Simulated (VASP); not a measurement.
Runs of VASP 6.6.1 on Cu. The structure is that of space group Fm-3m (No. 225), or close to it. The cells are those of the table. 

| cell | gap on the mesh (eV) | pressure (GPa) |
| --- | --- | --- |
| a = 2.710, b = 2.710, c = 2.761 Å, angles 59.4, 59.4, 61.2°, 1 atom | none | -20.5 |
| a = 2.456, b = 2.456, c = 2.352 Å, angles 61.4, 61.4, 57.2°, 1 atom | none | 29.6 |
| a = 2.506, b = 2.506, c = 2.454 Å, angles 60.7, 60.7, 58.6°, 1 atom | none | 8.0 |
| a = 2.608, b = 2.608, c = 2.556 Å, angles 60.7, 60.7, 58.7°, 1 atom | none | -10.5 |
| a = 2.658 Å, angles 60.0°, 1 atom | none | -17.4 |
| a = 2.403, b = 2.403, c = 2.454 Å, angles 59.3, 59.3, 61.4°, 1 atom | none | (c) |
| a = 2.558, b = 2.558, c = 2.454 Å, angles 61.3, 61.3, 57.3°, 1 atom | none | (a) |
| a = 2.761 Å, angles 60.0°, 1 atom | none | (b) |
| a = 2.506, b = 2.506, c = 2.556 Å, angles 59.3, 59.3, 61.3°, 1 atom | none | 0.4 |
| a = 2.710, b = 2.710, c = 2.658 Å, angles 60.6, 60.6, 58.7°, 1 atom | none | -19.6 |
| a = 2.403, b = 2.403, c = 2.352 Å, angles 60.7, 60.7, 58.6°, 1 atom | none | 42.6 |
| a = 2.352 Å, angles 60.0°, 1 atom | none | 59.1 |

Alike in all rows: task single point; level PBEsol; potentials or basis VASP PAW PBE potentials, release 64 (Cu); no spin polarisation; k mesh 22 × 22 × 22; cutoff (eV) 520; smearing gaussian 0.15 eV.

Fill in the values left out.

(a) 1.0; (b) -21.9; (c) 28.7.

Caveats: the PAW data sets were made with another functional, which shifts forces and pressure a little.

A gap of «none» marks levels without a gap at the run's occupations.
